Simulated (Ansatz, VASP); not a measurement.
One calculation of Al5BAs6, two programs

```
Al B As
1.0
     6.80899    0.00000    0.00000
    -3.40450    5.89676    0.00000
     0.00000    0.00000    6.46264
Al B As
5 1 6
Direct
  0.66667 0.33333 0.00222
  0.33333 0.66667 0.00222
  0.00000 0.31976 0.50037
  0.68024 0.68024 0.50037
  0.31976 0.00000 0.50037
  0.00000 0.00000 0.99836
  0.66667 0.33333 0.38385
  0.33333 0.66667 0.38385
  0.00000 0.00000 0.32793
  0.00000 0.29438 0.88549
  0.70562 0.70562 0.88549
  0.29438 0.00000 0.88549
```

Alike in both runs: functional PBE; k mesh 3 × 3 × 4; occupations gaussian, width 0.1 eV; no spin polarisation.

Ansatz relaxed the structure, and its values are those at the end. VASP's run is a single point on that final structure, the one shown.

|  | VASP | Ansatz |
| --- | --- | --- |
| version | VASP 6.6.1 | Ansatz 0.2.0 |
| potentials or method | VASP PAW PBE potentials, release 64 (Al, B, As), cutoff 520 eV | scalar-relativistic, plane waves, PAW |
| valence electrons in the cell | 48 | 108 |

|  | VASP | Ansatz | Ansatz less VASP |
| --- | --- | --- | --- |
| gap on the k mesh at the Fermi level (eV) | 1.21 | 1.22 | +0.009 |
| least direct gap on the mesh (eV) | 1.28 | 1.29 | +0.004 |
| pressure (GPa) | 0.3 | 0.1 | -0.19 |
| rms of the force components (eV/Å) | 0.013 | 0.011 | -0.0022 |

VASP's potentials hold 48 valence electrons a cell and Ansatz's 108, so a difference there can come from the potentials and not from the codes.
